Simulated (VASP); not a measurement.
# WS2 in VASP: single point with HSE06

Aim: the single point of WS2 with HSE06.

All numbers are computed with VASP 6.6.1; they aren't measurements. Logs are shortened: lines on timing, memory, paths and dates and some standing lists are left out, and cuts for length are marked.

## 1. The cell of the first run

The cell holds a slab with vacuum, 3 atoms: a = 3.145 Å, b = 3.145 Å, c = 18.000 Å, α = 90.00°, β = 90.00°, γ = 120.00°.

## 2. Single point, HSE06

File POSCAR:

```
WS2
1.0
    3.1453360000      0.0000000000      0.0000000000
   -1.5726680000      2.7239410000      0.0000000000
    0.0000000000      0.0000000000     18.0000000000
W S
1 2
Direct
    0.3333330000      0.6666670000      0.5000000000
    0.6666670000      0.3333330000      0.5870620000
    0.6666670000      0.3333330000      0.4129380000
```

File INCAR.step1:

```
ALGO = Normal ; EDIFF = 1E-5
ENCUT = 520 ; GGA = PE
ISIF = 2 ; ISMEAR = -1
LASPH = True ; LCHARG = False
LREAL = False ; LUSENCCL = False
LWAVE = True ; NBANDS = 20
NELM = 100 ; PREC = Accurate
SIGMA = 0.05
```

File INCAR.step2:

```
ALGO = Normal ; EDIFF = 1E-6
ENCUT = 520 ; GGA = PE
HFSCREEN = 0.2079 ; ISIF = 2
ISMEAR = -1 ; ISTART = 1
LASPH = True ; LCHARG = False
LHFCALC = True ; LREAL = False
LUSENCCL = False ; LWAVE = False
NBANDS = 20 ; NELM = 100
PREC = Accurate ; PRECFOCK = Normal
SIGMA = 0.05
```

File KPOINTS:

```
k-points
0
Gamma
  9 9 1
```

Potentials or basis: VASP PAW PBE potentials, release 64 (W_sv, S).

The run is started by

```bash
$ cat potpaw_PBE.64/W_sv/POTCAR potpaw_PBE.64/S/POTCAR > POTCAR
$ cp INCAR.step1 INCAR
$ mpirun -np 1 vasp_std > vasp.out
$ cp INCAR.step2 INCAR
$ mpirun -np 1 vasp_std > vasp.out
```

OUTCAR:

```text
EDIFF = 1E-6
   ENCUT = 520
   GGA = PE
   HFSCREEN = 0.2079
   ISIF = 2
   ISMEAR = -1
   ISTART = 1
   LASPH = True
   LHFCALC = True
   LREAL = False
   NELM = 100
   PREC = Accurate
   PRECFOCK = Normal

 ion  position               nearest neighbor table
   1  0.333  0.667  0.500-   2 2.40   3 2.40   2 2.40   3 2.40   2 2.40   3 2.40
   2  0.667  0.333  0.587-   1 2.40   1 2.40   1 2.40
   3  0.667  0.333  0.413-   1 2.40   1 2.40   1 2.40

  LATTYP: Found a hexagonal cell.
 ALAT       =     3.1453360000
 C/A-ratio  =     5.7227590311

  Lattice vectors:

 A1 = (   3.1453360000,   0.0000000000,   0.0000000000)
 A2 = (  -1.5726680000,   2.7239410000,   0.0000000000)
 A3 = (   0.0000000000,   0.0000000000,  18.0000000000)

Analysis of symmetry for initial positions (statically):
=====================================================================
 Subroutine PRICEL returns:
 Original cell was already a primitive cell.

 Routine SETGRP: Setting up the symmetry group for a
 hexagonal supercell.

 Subroutine GETGRP returns: Found 12 space group operations
 (whereof 12 operations were pure point group operations)
 out of a pool of 24 trial point group operations.

The static configuration has the point symmetry D_3h.

Analysis of symmetry for dynamics (positions and initial velocities):
=====================================================================
 Subroutine PRICEL returns:
 Original cell was already a primitive cell.

 Routine SETGRP: Setting up the symmetry group for a
 hexagonal supercell.

 Subroutine GETGRP returns: Found 12 space group operations
 (whereof 12 operations were pure point group operations)
 out of a pool of 24 trial point group operations.

The dynamic configuration has the point symmetry D_3h.

 Subroutine INISYM returns: Found 12 space group operations
 (whereof 12 operations are pure point group operations),
 and found     1 'primitive' translations

----------------------------------------------------------------------------------------

                                     Primitive cell

  volume of cell :     154.2188

  direct lattice vectors                    reciprocal lattice vectors
     3.145336000  0.000000000  0.000000000     0.317931057  0.183557573 -0.000000000
    -1.572668000  2.723941000  0.000000000     0.000000000  0.367115147  0.000000000
     0.000000000  0.000000000 18.000000000     0.000000000 -0.000000000  0.055555556
[... 78 lines left out ...]
   NFREE  =      0    steps in history (QN), initial steepest desc. (CG)
   ISIF   =      2    stress and relaxation
   ISYM   =      3    0-nonsym 1-usesym 2-fastsym
   POTIM  = 0.5000    time-step for ionic-motion
   TEBEG  =    0.0;   TEEND  =   0.0 temperature during run
   PSTRESS=    0.0 pullay stress
   NELECT =      26.0000    total number of electrons
   NUPDOWN=      -1.0000    fix difference up-down
   EMIN   =  10.00;   EMAX   =-10.00  energy-range for DOS
   EFERMI =   0.00;   METHOD = LEGACY
   ISMEAR =    -1;   SIGMA  =   0.05  broadening in eV -4-tet -1-fermi 0-gaus
   EFERMI_NEDOS =   21; number of points for ismear=-14 and -15
   IALGO  =     38    algorithm
   IMIX   =      1    mixing-type and parameters
     AMIX     =   0.40;   BMIX     =  1.00
     AMIX_MAG =   1.60;   BMIX_MAG =  1.00
  volume/ion in A,a.u.               =      51.41       346.91
  Fermi-wavevector in a.u.,A,eV,Ry     =   0.904385  1.709041 11.128381  0.817913
  Thomas-Fermi vector in A             =   2.027826
   LORBIT       =      0    0 simple, 1 ext, 2 COOP (PROOUT), +10 PAW based schemes
   GGA     = PE    functional components
   LHFCALC =     T    Hartree Fock is set to
   PRECFOCK=normal    Normal, Fast or Accurate (Low or Medium for compatibility)
   ENCUT4O =  -1.0   cutoff for four orbital integrals eV
   NKREDX  =     1    reduce k-point grid by
   NKREDY  =     1    reduce k-point grid by
   NKREDZ  =     1    reduce k-point grid by
   AEXX    =    0.2500 exact exchange contribution
   HFSCREEN=    0.2079 screening length (either q_TF or 0.3 A-1)
   HFSCREENC=   0.2079 screening length for correlation (either q_TF or 0.3 A-1)
   ENCUTFOCK=  -1.0 apply spherical cutoff to Coloumb kernel
   IVDW    =     0    specifies the selected vdW correction
   LEPSILON=     F    determine dielectric tensor
   LRPA    =     F    only Hartree local field effects (RPA)
 non-spin polarized calculation
  energy-cutoff  :      520.00
  volume of cell :      154.22
 maximum number of plane-waves:      4182
 NGX is ok and might be reduce to    24
  NGX = 18; NGY = 18; NGZ =108

 number of electron      25.9999996 magnetization

 Free energy of the ion-electron system (eV)
  ---------------------------------------------------
  ext. energy  EPLUGINS =         0.00000000
  ---------------------------------------------------
  free energy    TOTEN  =       -28.12228312 eV

  energy without entropy =      -28.12228312  energy(sigma->0) =      -28.12228312

 E-fermi :  -0.6761     XC(G=0):  -3.5618

 val. band max:       -1.7378487448   @ k =   0.3333   0.3333   0.0000
 cond. band min:       0.7080725697   @ k =   0.3333   0.3333   0.0000
 fundamental gap:      2.4459213145
 Fermi energy:        -0.6761201683

 k-point     1 :       0.0000    0.0000    0.0000
  band No.  band energies     occupation
      1     -79.7234      2.00000
      2     -42.5380      2.00000
      3     -42.3046      2.00000
      4     -42.3046      2.00000
      5     -18.3208      2.00000
      6     -16.4895      2.00000
[... 265 lines left out ...]
     19       6.3131      0.00000
     20       8.4877      0.00000

------------------------ aborting loop because EDIFF is reached ----------------------------------------

  FORCE on cell =-STRESS in cart. coord.  units (eV):
  Direction    XX          YY          ZZ          XY          YZ          ZX
  --------------------------------------------------------------------------------------
  -------------------------------------------------------------------------------------
  Total        0.1596894      0.1596894     -0.5617972      0.0000000      0.0000000     -0.0000000
  in kB        1.6590113      1.6590114     -5.8365052      0.0000000      0.0000000     -0.0000000
  external PRESSURE =      -0.8394942 kB  Pullay stress =       0.0000000 kB

 VOLUME and BASIS-vectors are now :
 -----------------------------------------------------------------------------
  energy-cutoff  :      520.00
  volume of cell :      154.22
      direct lattice vectors                 reciprocal lattice vectors
     3.145336000  0.000000000  0.000000000     0.317931057  0.183557573 -0.000000000
    -1.572668000  2.723941000  0.000000000     0.000000000  0.367115147  0.000000000
     0.000000000  0.000000000 18.000000000     0.000000000 -0.000000000  0.055555556

 POSITION                                       TOTAL-FORCE (eV/Angst)
 -----------------------------------------------------------------------------------
     -0.00000      1.81596      9.00000        -0.000000      0.000000      0.000000
      1.57267      0.90798     10.56712         0.000000     -0.000000     -0.168092
      1.57267      0.90798      7.43288         0.000000     -0.000000      0.168092
 -----------------------------------------------------------------------------------
    total drift:                                0.000153     -0.000089     -0.000000

  FREE ENERGIE OF THE ION-ELECTRON SYSTEM (eV)
  ---------------------------------------------------
  free  energy   TOTEN  =       -28.1222831214 eV

  energy  without entropy=      -28.1222831214  energy(sigma->0) =      -28.12228312
```

Run time: 11 min. Hardware: 1 × NVIDIA H100 80GB with 1 thread of Intel Xeon Platinum 8481C at 2.70GHz (Sapphire Rapids), shared host; peak memory 1.2 GiB.

Results:

```yaml
Free_energy: -28.1223 eV
Largest_force: 0.168 eV/Å
Band_gap_on_the_k_mesh: 2.45 eV
```

Forces on the atoms (eV/Å):
```
W    0.000  0.000  0.000
S    0.000  0.000 -0.168
S    0.000  0.000  0.168
```

Caveat: the PAW data sets were made with another functional, which shifts forces and pressure a little; spin-orbit coupling is left out, which moves the levels of the heavy elements.
